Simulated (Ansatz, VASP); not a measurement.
## Two plane-wave programs on MnS

```
Mn S
1.0
    -2.54312   -2.54312    5.08625
    -5.08625   -2.54312    2.54312
    -2.54312   -5.08625    2.54312
Mn S
2 2
Direct
  0.00000 0.00000 0.00000
  0.50000 0.50000 0.50000
  0.25000 0.25000 0.25000
  0.75000 0.75000 0.75000
```

Alike in both runs: task single point; functional PBE; k mesh 8 × 8 × 8; occupations gaussian, width 0.05 eV; collinear spin.

|  | VASP | Ansatz |
| --- | --- | --- |
| version | VASP 6.6.1 | Ansatz 0.2.0 |
| potentials or method | VASP PAW PBE potentials, release 64 (Mn_pv, S), cutoff 520 eV | scalar-relativistic, plane waves, PAW |
| valence electrons in the cell | 38 | 42 |

Ansatz gave:

| Quantity | Value |
| --- | --- |
| gap on the k mesh at the Fermi level (eV) | none |
| pressure (GPa) | 1.3 |
| net moment per atom (μB) | 2.27 |
| size of the moment on the site where the two differ most (μB) | 4.05 |

Problem. Estimate VASP's values.

Solution. gap on the k mesh at the Fermi level (eV): none; pressure (GPa): 1.3; net moment per atom (μB): 2.28; size of the moment on the site where the two differ most (μB): 4.13.

Site moments also hang on the region over which each program counts them. A gap of «none» marks a metal or a gap that the smearing closes. VASP's potentials hold 38 valence electrons a cell and Ansatz's 42, so a difference there can come from the potentials and not from the codes.
